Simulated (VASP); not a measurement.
# Ta3H in VASP: notebook

Ta3H is run at these levels: LDA; tasks: single point.

All numbers are computed with VASP 6.6.1; they aren't measurements. Logs are shortened: lines on timing, memory, paths and dates and some standing lists are left out, and cuts for length are marked.

### 1 The cell of the first run

The cell holds a slab with vacuum, 8 atoms: a = 4.600 Å, b = 4.600 Å, c = 22.402 Å, α = 90.00°, β = 90.00°, γ = 120.00°.

### 2 Single point, LDA

File INCAR:

```
SYSTEM = Ta3H
PREC = Accurate
ENCUT = 520
EDIFF = 1E-6
ISMEAR = 0
SIGMA = 0.1
LREAL = .False.
LASPH = .True.
NELM = 60
ALGO = Normal
ISIF = 2
LWAVE = .False.
LCHARG = .False.
LDIPOL = .True.
IDIPOL = 3
DIPOL = 0.5 0.5 0.323
GGA = CA
NBANDS = 44
```

File KPOINTS:

```
Automatic mesh
0
Gamma
  6 6 1
  0 0 0
```

File POSCAR:

```
Ta3H
1.0
    4.6002247492      0.0000000000      0.0000000000
   -2.3001123746      3.9839114959      0.0000000000
    0.0000000000      0.0000000000     22.4017722044
Ta H
6 2
Direct
    0.6666666667      0.3333333333      0.1785573018
    0.3333333333      0.6666666667      0.2204743848
    0.0000000000      0.0000000000      0.2623914678
    0.6666666667      0.3333333333      0.3016814391
    0.3333333333      0.6666666667      0.3385386112
    0.0000000000      0.0000000000      0.3750494438
    0.0453039278      0.6666666667      0.4522754768
    0.6213627389      0.6666666667      0.4522754768
```

Potentials or basis: VASP PAW LDA potentials, release 64 (Ta_pv, H).

Command:

```
$ cat potpaw_LDA.64/Ta_pv/POTCAR potpaw_LDA.64/H/POTCAR > POTCAR
$ mpirun -np 1 vasp_std > vasp.out
```

OUTCAR:

```text
SYSTEM = Ta3H
   PREC = Accurate
   ENCUT = 520
   EDIFF = 1E-6
   ISMEAR = 0
   LREAL = .False.
   LASPH = .True.
   NELM = 60
   ISIF = 2
   GGA = CA

 ion  position               nearest neighbor table
   1  0.667  0.333  0.179-   4 2.76   2 2.82   2 2.82   2 2.82   3 3.25   3 3.25   3 3.25
   2  0.333  0.667  0.220-   5 2.64   1 2.82   3 2.82   1 2.82   3 2.82   3 2.82   1 2.82   4 3.22
                             4 3.22   4 3.22
   3  0.000  0.000  0.262-   6 2.52   4 2.80   4 2.80   4 2.80   2 2.82   2 2.82   2 2.82   5 3.16
                             5 3.16   5 3.16   1 3.25   1 3.25   1 3.25
   4  0.667  0.333  0.302-   1 2.76   5 2.78   5 2.78   5 2.78   3 2.80   3 2.80   3 2.80   6 3.12
                             6 3.12   6 3.12   2 3.22   2 3.22   2 3.22
   5  0.333  0.667  0.339-   2 2.64   6 2.78   6 2.78   6 2.78   4 2.78   4 2.78   4 2.78   3 3.16
                             3 3.16   3 3.16
   6  0.000  0.000  0.375-   3 2.52   5 2.78   5 2.78   5 2.78   4 3.12   4 3.12   4 3.12
   7  0.045  0.667  0.452-
   8  0.621  0.667  0.452-

  LATTYP: Found a hexagonal cell.
 ALAT       =     4.6002247492
 C/A-ratio  =     4.8697125523

  Lattice vectors:

 A1 = (   4.6002247492,   0.0000000000,   0.0000000000)
 A2 = (  -2.3001123746,   3.9839114959,   0.0000000000)
 A3 = (   0.0000000000,   0.0000000000,  22.4017722044)

Analysis of symmetry for initial positions (statically):
=====================================================================
 Subroutine PRICEL returns:
 Original cell was already a primitive cell.

 Routine SETGRP: Setting up the symmetry group for a
 hexagonal supercell.

 Subroutine GETGRP returns: Found  2 space group operations
 (whereof  2 operations were pure point group operations)
 out of a pool of 24 trial point group operations.

The static configuration has the point symmetry C_1h.

Analysis of symmetry for dynamics (positions and initial velocities):
=====================================================================
 Subroutine PRICEL returns:
 Original cell was already a primitive cell.

 Routine SETGRP: Setting up the symmetry group for a
 hexagonal supercell.

 Subroutine GETGRP returns: Found  2 space group operations
 (whereof  2 operations were pure point group operations)
 out of a pool of 24 trial point group operations.

The dynamic configuration has the point symmetry C_1h.

 Subroutine INISYM returns: Found  2 space group operations
 (whereof  2 operations are pure point group operations),
 and found     1 'primitive' translations

----------------------------------------------------------------------------------------

                                     Primitive cell

  volume of cell :     410.5548

  direct lattice vectors                    reciprocal lattice vectors
     4.600224749  0.000000000  0.000000000     0.217380683  0.125504796  0.000000000
    -2.300112375  3.983911496  0.000000000     0.000000000  0.251009592  0.000000000
     0.000000000  0.000000000 22.401772204     0.000000000  0.000000000  0.044639325

  length of vectors
     4.600224749  4.600224749 22.401772204     0.251009592  0.251009592  0.044639325

  position of ions in fractional coordinates (direct lattice)
     0.666666667  0.333333333  0.178557302
     0.333333333  0.666666667  0.220474385
     0.000000000  0.000000000  0.262391468
     0.666666667  0.333333333  0.301681439
     0.333333333  0.666666667  0.338538611
     0.000000000  0.000000000  0.375049444
     0.045303928  0.666666667  0.452275477
     0.621362739  0.666666667  0.452275477

  ion indices of the primitive-cell ions
   primitive index   ion index
                 1           1
                 2           2
                 3           3
                 4           4
                 5           5
                 6           6
                 7           7
                 8           8

----------------------------------------------------------------------------------------

 KPOINTS: Automatic mesh

Automatic generation of k-mesh.
 Grid dimensions read from file:
 generate k-points for:    6    6    1

 Generating k-lattice:

  Cartesian coordinates                     Fractional coordinates (reciprocal lattice)
     0.036230114  0.020917466  0.000000000     0.166666667  0.000000000  0.000000000
     0.000000000  0.041834932  0.000000000     0.000000000  0.166666667  0.000000000
     0.000000000  0.000000000  0.044639325     0.000000000  0.000000000  1.000000000

  Length of vectors
     0.041834932  0.041834932  0.044639325

  Shift w.r.t. Gamma in fractional coordinates (k-lattice)
     0.000000000  0.000000000  0.000000000

 Subroutine IBZKPT returns following result:
 ===========================================

 Found     13 irreducible k-points:

 Following reciprocal coordinates:
            Coordinates               Weight
  0.000000  0.000000  0.000000      1.000000
  0.166667  0.000000  0.000000      4.000000
  0.000000  0.166667  0.000000      2.000000
  0.333333  0.000000  0.000000      4.000000
  0.000000  0.333333  0.000000      2.000000
  0.500000  0.000000  0.000000      2.000000
  0.000000  0.500000  0.000000      1.000000
  0.166667  0.166667  0.000000      4.000000
 -0.333333  0.166667  0.000000      2.000000
  0.333333  0.166667  0.000000      4.000000
 -0.166667  0.500000  0.000000      4.000000
  0.500000  0.333333  0.000000      4.000000
  0.333333  0.333333  0.000000      2.000000
   k-points           NKPTS =     13   k-points in BZ     NKDIM =     13   number of bands    NBANDS=     44
   number of dos      NEDOS =    301   number of ions     NIONS =      8
   total plane-waves  NPLWV = 217728
   dimension x,y,z NGX =    36 NGY =   36 NGZ =  168
   dimension x,y,z NGXF=    72 NGYF=   72 NGZF=  336
   ions per type =               6   2
   NGX,Y,Z   is equivalent  to a cutoff of  13.01, 13.01, 12.47 a.u.
   NGXF,Y,Z  is equivalent  to a cutoff of  26.02, 26.02, 24.93 a.u.
 SYSTEM =  Ta3H
   PREC   = accura    normal or accurate (medium, high low for compatibility)
   ISTART =      0    job   : 0-new  1-cont  2-samecut
   ICHARG =      2    charge: 1-file 2-atom 10-const
   ISPIN  =      1    spin polarized calculation?
   LNONCOLLINEAR =      F non collinear calculations
   LSORBIT =      F    spin-orbit coupling
   LASPH  =      T    aspherical Exc in radial PAW
   ENCUT  =  520.0 eV  38.22 Ry    6.18 a.u.   8.55  8.55 41.65*2*pi/ulx,y,z
   NELM   =     60;   NELMIN=  2; NELMDL= -5     # of ELM steps
   EDIFF  = 0.1E-05   stopping-criterion for ELM
   LREAL  =      F    real-space projection
   EDIFFG = 0.1E-04   stopping-criterion for IOM
   NSW    =      0    number of steps for IOM
   IBRION =     -1    ionic relax: 0-MD 1-quasi-New 2-CG
   NFREE  =      0    steps in history (QN), initial steepest desc. (CG)
   ISIF   =      2    stress and relaxation
   ISYM   =      2    0-nonsym 1-usesym 2-fastsym
   POTIM  = 0.5000    time-step for ionic-motion
   TEBEG  =    0.0;   TEEND  =   0.0 temperature during run
   PSTRESS=    0.0 pullay stress
   NELECT =      68.0000    total number of electrons
   NUPDOWN=      -1.0000    fix difference up-down
   EMIN   =  10.00;   EMAX   =-10.00  energy-range for DOS
   EFERMI =   0.00;   METHOD = LEGACY
   ISMEAR =     0;   SIGMA  =   0.10  broadening in eV -4-tet -1-fermi 0-gaus
   EFERMI_NEDOS =   21; number of points for ismear=-14 and -15
   IALGO  =     38    algorithm
   IMIX   =      4    mixing-type and parameters
     AMIX     =   0.40;   BMIX     =  1.00
     AMIX_MAG =   1.60;   BMIX_MAG =  1.00
  volume/ion in A,a.u.               =      51.32       346.32
  Fermi-wavevector in a.u.,A,eV,Ry     =   0.899057  1.698972 10.997647  0.808304
  Thomas-Fermi vector in A             =   2.021844
   LORBIT       =      0    0 simple, 1 ext, 2 COOP (PROOUT), +10 PAW based schemes
   GGA     = CA    functional components
   LHFCALC =     F    Hartree Fock is set to
   AEXX    =    0.0000 exact exchange contribution
   IVDW    =     0    specifies the selected vdW correction
   LEPSILON=     F    determine dielectric tensor
   LRPA    =     F    only Hartree local field effects (RPA)
 non-spin polarized calculation
 Gauss-broadening in eV      SIGMA  =   0.10
  energy-cutoff  :      520.00
  volume of cell :      410.55
 maximum number of plane-waves:     11105
 NGX is ok and might be reduce to    36
   NGX = 17   NGY = 17   NGZ = 83

 dipolmoment           0.000000      0.000000     -0.000986 electrons x Angstroem

 number of electron      68.0000006 magnetization

 dipolmoment           0.000000      0.000000      0.195851 electrons x Angstroem

 Free energy of the ion-electron system (eV)
  ---------------------------------------------------
  ext. energy  EPLUGINS =         0.00000000
  ---------------------------------------------------
  free energy    TOTEN  =       -75.21988512 eV

  energy without entropy =      -75.18128795  energy(sigma->0) =      -75.20058654

 E-fermi :  -1.8913     XC(G=0):  -4.5892

 val. band max:       -1.9223505606   @ k =   0.3333   0.3333   0.0000
 cond. band min:      -1.8678582116   @ k =   0.1667   0.1667   0.0000
 fundamental gap:      0.0544923489
 Fermi energy:        -1.8912758370

 k-point     1 :       0.0000    0.0000    0.0000
  band No.  band energies     occupation
      1     -36.3882      2.00000
      2     -36.3067      2.00000
      3     -36.1086      2.00000
      4     -36.0945      2.00000
      5     -35.9512      2.00000
      6     -35.9465      2.00000
[... 36 lines left out ...]
     43       1.4883      0.00000
     44       1.8516      0.00000

 k-point     2 :       0.1667    0.0000    0.0000
  band No.  band energies     occupation
      1     -36.4019      2.00000
      2     -36.3228      2.00000
      3     -36.1587      2.00000
      4     -36.1160      2.00000
      5     -36.0339      2.00000
      6     -35.9999      2.00000
[... 36 lines left out ...]
     43       1.3663      0.00000
     44       1.5732      0.00000

 k-point     3 :       0.0000    0.1667    0.0000
  band No.  band energies     occupation
      1     -36.4019      2.00000
      2     -36.3229      2.00000
      3     -36.1508      2.00000
      4     -36.1252      2.00000
      5     -36.0299      2.00000
      6     -35.9984      2.00000
[... 36 lines left out ...]
     43       1.3799      0.00000
     44       1.5625      0.00000

 k-point     4 :       0.3333    0.0000    0.0000
  band No.  band energies     occupation
      1     -36.4358      2.00000
      2     -36.3573      2.00000
      3     -36.2563      2.00000
      4     -36.0972      2.00000
      5     -36.0776      2.00000
      6     -35.9862      2.00000
[... 365 lines left out ...]
     43       0.9890      0.00000
     44       1.1518      0.00000

 k-point    12 :       0.5000    0.3333    0.0000
  band No.  band energies     occupation
      1     -36.4493      2.00000
      2     -36.3877      2.00000
      3     -36.2300      2.00000
      4     -36.1089      2.00000
      5     -36.0718      2.00000
      6     -35.9858      2.00000
[... 36 lines left out ...]
     43       0.8409      0.00000
     44       1.2597      0.00000

 k-point    13 :       0.3333    0.3333    0.0000
  band No.  band energies     occupation
      1     -36.4439      2.00000
      2     -36.4192      2.00000
      3     -36.1601      2.00000
      4     -36.0838      2.00000
      5     -36.0649      2.00000
      6     -36.0542      2.00000
[... 36 lines left out ...]
     43       0.6542      0.00000
     44       0.7856      0.00000

------------------------ aborting loop because EDIFF is reached ----------------------------------------

 vacuum level on the upper side and lower side of the slab       (xc-potential included)         0.786        -1.096

  FORCE on cell =-STRESS in cart. coord.  units (eV):
  Direction    XX          YY          ZZ          XY          YZ          ZX
  --------------------------------------------------------------------------------------
  -------------------------------------------------------------------------------------
  Total       -7.1902212     -5.6091417     -6.3949871      0.0000000      1.1911008      0.0000000
  in kB      -28.0596160    -21.8895020    -24.9562397      0.0000000      4.6482340      0.0000000
  external PRESSURE =     -24.9684526 kB  Pullay stress =       0.0000000 kB

 VOLUME and BASIS-vectors are now :
 -----------------------------------------------------------------------------
  energy-cutoff  :      520.00
  volume of cell :      410.55
      direct lattice vectors                 reciprocal lattice vectors
     4.600224749  0.000000000  0.000000000     0.217380683  0.125504796  0.000000000
    -2.300112375  3.983911496  0.000000000     0.000000000  0.251009592  0.000000000
     0.000000000  0.000000000 22.401772204     0.000000000  0.000000000  0.044639325

 POSITION                                       TOTAL-FORCE (eV/Angst)
 -----------------------------------------------------------------------------------
      2.30011      1.32797      4.00000         0.000000      0.041846      2.032957
     -0.00000      2.65594      4.93902         0.000000      0.166021     -0.514073
      0.00000      0.00000      5.87803         0.000000     -0.005103     -2.629057
      2.30011      1.32797      6.75820         0.000000     -0.113884     -0.439219
     -0.00000      2.65594      7.58386         0.000000      0.269031      1.716120
      0.00000      0.00000      8.40177        -0.000000     -1.496774      2.805569
     -1.32500      2.65594     10.13177        -0.584561      0.569432     -1.486148
      1.32500      2.65594     10.13177         0.584561      0.569432     -1.486148
 -----------------------------------------------------------------------------------
    total drift:                               -0.000000      0.000010      0.000325

  FREE ENERGIE OF THE ION-ELECTRON SYSTEM (eV)
  ---------------------------------------------------
  free  energy   TOTEN  =       -75.2198851184 eV

  energy  without entropy=      -75.1812879518  energy(sigma->0) =      -75.20058654

 vacuum level on the upper side and lower side of the slab         3.679         1.750
```

Wall time 6.3 min (1 thread of Intel Xeon 6975P-C (Granite Rapids), shared host); peak memory 0.47 GiB.

Results:

| Item | Value |
| --- | --- |
| Free energy | -75.2199 eV |
| Largest force | 3.180 eV/Å |
| Band gap on the k mesh | zero (bands 34 and 35 overlap by 0.10 eV) |

Forces on the atoms (eV/Å):
```
Ta   0.000  0.042  2.033
Ta   0.000  0.166 -0.514
Ta   0.000 -0.005 -2.629
Ta   0.000 -0.114 -0.439
Ta   0.000  0.269  1.716
Ta   0.000 -1.497  2.806
H   -0.585  0.569 -1.486
H    0.585  0.569 -1.486
```

Levels at points of the mesh, in eV from the Fermi level:
```csv
k point,band 32,band 33,band 34,band 35,band 36,band 37
"(0.00, 0.00, 0.00)",-0.86,-0.43,-0.31,0.13,0.21,0.27
"(0.50, 0.00, 0.00)",-0.92,-0.74,-0.27,0.08,0.60,0.77
"(0.00, 0.50, 0.00)",-0.88,-0.39,-0.08,0.30,0.41,0.88
```

Caveat: spin-orbit coupling is left out, which moves the levels of the heavy elements.

### 3 Single point, LDA

INCAR: that of step 2 with these lines changed.

```diff
@@ -8,3 +8,3 @@
 LASPH = .True.
-NELM = 60
+NELM = 100
 ALGO = Normal
@@ -15,3 +15,3 @@
 IDIPOL = 3
-DIPOL = 0.5 0.5 0.323
+DIPOL = 0.5 0.5 0.312
 GGA = CA
```

KPOINTS is that of step 2.

POSCAR: that of step 2 with these lines changed.

```diff
@@ -14,3 +14,3 @@
     0.0000000000      0.0000000000      0.3750494438
-    0.0453039278      0.6666666667      0.4522754768
-    0.6213627389      0.6666666667      0.4522754768
+    0.2518155770      0.6666666667      0.4094217243
+    0.4148510896      0.6666666667      0.4094217243
```

Potentials or basis: VASP PAW LDA potentials, release 64 (Ta_pv, H).

Command:

```
$ cat potpaw_LDA.64/Ta_pv/POTCAR potpaw_LDA.64/H/POTCAR > POTCAR
$ mpirun -np 1 vasp_std > vasp.out
```

It took 6.6 min on 1 thread of Intel Xeon 6975P-C (Granite Rapids), shared host; peak memory 0.46 GiB.

It converged, with:

* Free energy: -75.7143 eV
* Largest force: 5.985 eV/Å
* Band gap on the k mesh: zero (bands 34 and 35 overlap by 0.12 eV)

Forces in eV/Å, atoms in the order of the input:
```
Ta   0.000  0.039  1.803
Ta   0.000 -0.006 -1.233
Ta   0.000  0.017 -1.714
Ta   0.000 -0.165  0.011
Ta   0.000  0.158 -5.313
Ta   0.000 -0.272  0.236
H   -5.115  0.115  3.105
H    5.115  0.115  3.105
```

Levels at points of the mesh, in eV from the Fermi level:
```tsv
k point	band 31	band 32	band 33	band 34	band 35	band 36	band 37	band 38
(0.00, 0.00, 0.00)	-1.15	-0.72	-0.58	-0.50	-0.04	0.08	0.11	1.34
(0.50, 0.00, 0.00)	-1.08	-0.89	-0.44	-0.07	0.05	0.60	0.71	1.13
(0.00, 0.50, 0.00)	-1.15	-0.90	-0.53	-0.05	0.08	0.31	0.68	1.13
```

Caveat: spin-orbit coupling is left out, which moves the levels of the heavy elements.

(Continued in part 2 of 2.)

The gap in the log of VASP goes by the Fermi energy; the results here count the filled bands.